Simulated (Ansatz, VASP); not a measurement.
# Mo in VASP and in Ansatz

```xyz
2
Lattice="0.0000 2.4305 2.4305 2.4305 0.0000 2.4305 2.4305 2.4305 0.0000" Properties=species:S:1:pos:R:3 pbc="T T T"
Mo   -0.6076   -0.6076   -0.6076
Mo    0.6076    0.6076    0.6076
```

Change from the starting cell: volume scaled by 0.65, LAPW.

Alike in both runs: task single point; functional PBEsol; k mesh 12 × 12 × 12; occupations fermi-dirac, width 0.08 eV; no spin polarisation.

|  | VASP | Ansatz |
| --- | --- | --- |
| version | VASP 6.6.1 | Ansatz 0.2.0 |
| potentials or method | VASP PAW PBE potentials, release 64 (Mo_sv), cutoff 520 eV | all-electron LAPW, scalar-relativistic |

|  | VASP | Ansatz | Ansatz less VASP |
| --- | --- | --- | --- |
| pressure (GPa) | 128.5 | 123.9 | -4.60 |

VASP's potentials were made for PBE, not for PBEsol. Both programs put the cell under a high pressure, so it lies far from rest at this level. Ansatz ran all-electron here, and VASP with PAW potentials.

Noted on VASP's run: the cell as given lies far from equilibrium.
